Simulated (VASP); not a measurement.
Sn:

```
Sn
1.0
    -2.94014    2.94014    1.59930
     2.94014   -2.94014    1.59930
     2.94014    2.94014   -1.59930
Sn
2
Direct
  0.00000 0.00000 0.00000
  0.75000 0.25000 0.50000
```

```yaml
Program: VASP 6.6.1
Task: relaxation of cell and atoms
Functional: BLYP
Potentials_or_basis: VASP PAW PBE potentials, release 64 (Sn_d)
Cutoff: 600 eV
k_mesh: 9 × 9 × 9
Occupations: fermi-dirac, width 0.05 eV
Spin: no spin polarisation
```

At the start: pressure 5.7 GPa; volume 27.65 Å³/atom.

Where does the relaxation end?

Over 3 steps the energy falls by 56.4 meV/atom and the volume is 31.15 Å³/atom (+12.7 %); space group I4_1/amd (No. 141, to 0.05 Å).

Step by step:
| step | energy change (eV) | largest force (eV/Å) | pressure (GPa) | volume (Å³) |
| --- | --- | --- | --- | --- |
| 1 | 0.0000 | 0.0000 | 5.73 | 55.30 |
| 2 | -0.1100 | 0.0000 | -0.70 | 63.61 |
| 3 | -0.1128 | 0.0000 | 0.02 | 62.30 |

Final structure:
```
Sn
1.0
    -3.06257    3.06257    1.66054
     3.06257   -3.06257    1.66054
     3.06257    3.06257   -1.66054
Sn
2
Direct
  0.00000 0.00000 0.00000
  0.75000 0.25000 0.50000
```

Caveat: the PAW data sets were made with another functional, which shifts forces and pressure a little.
